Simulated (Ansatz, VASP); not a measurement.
Al6O in VASP and in Ansatz

```
Al O
1.0
    -2.71567    3.36358    3.36386
     2.71567   -3.36358    3.36386
     2.71567    3.36358   -3.36386
Al O
6 1
Cartesian
  0.0000 4.7645 1.9629
  2.7157 -1.4009 1.4010
  0.0000 1.9627 1.9629
  2.7157 1.4009 1.4010
  1.3578 0.0000 3.3639
  1.3578 3.3636 0.0000
  2.7157 0.0000 0.0000
```

Alike in both runs: functional PBE; k mesh 4 × 4 × 4; occupations gaussian, width 0.2 eV; no spin polarisation.

Ansatz relaxed the structure, and its values are those at the end. VASP's run is a single point on that final structure, the one shown.

```csv
,VASP,Ansatz
version,VASP 6.6.1,Ansatz 0.2.0
potentials or method,"VASP PAW PBE potentials, release 64 (Al, O), cutoff 520 eV","scalar-relativistic, plane waves, PAW"
valence electrons in the cell,24,24
```

```csv
,VASP,Ansatz,Ansatz less VASP
gap on the k mesh at the Fermi level (eV),none,none,-
pressure (GPa),0.0,0.0,+0.06
rms of the force components (eV/Å),0.003,0.004,+0.0008
```

A gap of «none» marks a metal or a gap that the smearing closes.

The k mesh is coarse, so the values compare programs but aren't converged.
